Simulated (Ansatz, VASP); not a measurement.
## Two plane-wave programs on BaTiO3

```xyz
5
Lattice="-4.0105 0.0000 0.0000 0.0000 -2.8558 2.8646 0.0000 2.8558 2.8646" Properties=species:S:1:pos:R:3 pbc="T T T"
Ba    0.0000    0.0000    0.0000
Ti   -2.0052    0.0000    2.9099
O     0.0000    0.0000    2.8194
O    -2.0052   -1.4028    4.2861
O    -2.0052    1.4028    4.2861
```

Alike in both runs: task single point; functional PBEsol; k mesh 6 × 6 × 6; no spin polarisation.

|  | VASP | Ansatz |
| --- | --- | --- |
| version | VASP 6.6.1 | Ansatz 0.2.0 |
| potentials or method | VASP PAW PBE potentials, release 64 (Ba_sv, Ti_sv, O), cutoff 520 eV | PAW plane waves |
| occupations | fermi-dirac, width 0.1 eV | fermi-dirac |
| valence electrons in the cell | 40 | 40 |

```tsv
	VASP	Ansatz	Ansatz less VASP
pressure (GPa)	-5.7	-7.4	-1.68
traceless stress, the component that is largest in VASP (GPa)	-0.64	-0.63	+0.015
rms of the force components (eV/Å)	0.119	0.124	+0.0047
```

VASP's potentials were made for PBE, not for PBEsol. Atom by atom the forces differ by 0.007 eV/Å (rms over components).

Spin-orbit coupling is off throughout.
